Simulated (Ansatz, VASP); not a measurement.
**Two plane-wave programs on BN**

```
B N
1.0
     0.01359    1.81235    1.81235
     1.81235    0.01359    1.81235
     1.82594    1.82594    0.00000
B N
1 1
Direct
  0.00000 0.00000 0.00000
  0.75000 0.75000 0.75000
```

Change from the starting cell: strain +0.0150 x Voigt [0, 0, 0, 0, 0, 1], atoms carried along.

Alike in both runs: task single point; functional PBE; k mesh 12 × 12 × 12; occupations gaussian, width 0.05 eV; no spin polarisation.

```csv
,VASP,Ansatz
version,VASP 6.6.1,Ansatz 0.2.0
potentials or method,"VASP PAW PBE potentials, release 64 (B, N), cutoff 520 eV","scalar-relativistic, plane waves, PAW"
valence electrons in the cell,8,8
```

```tsv
	VASP	Ansatz	Ansatz less VASP
gap on the k mesh at the Fermi level (eV)	4.41	4.42	+0.012
least direct gap on the mesh (eV)	8.55	8.57	+0.011
pressure (GPa)	0.3	0.1	-0.25
traceless stress, the component that is largest in VASP (GPa)	-6.69	-6.64	+0.053
rms of the force components (eV/Å)	0.013	0.011	-0.0016
```

Atom by atom the forces differ by 0.002 eV/Å (rms over components).
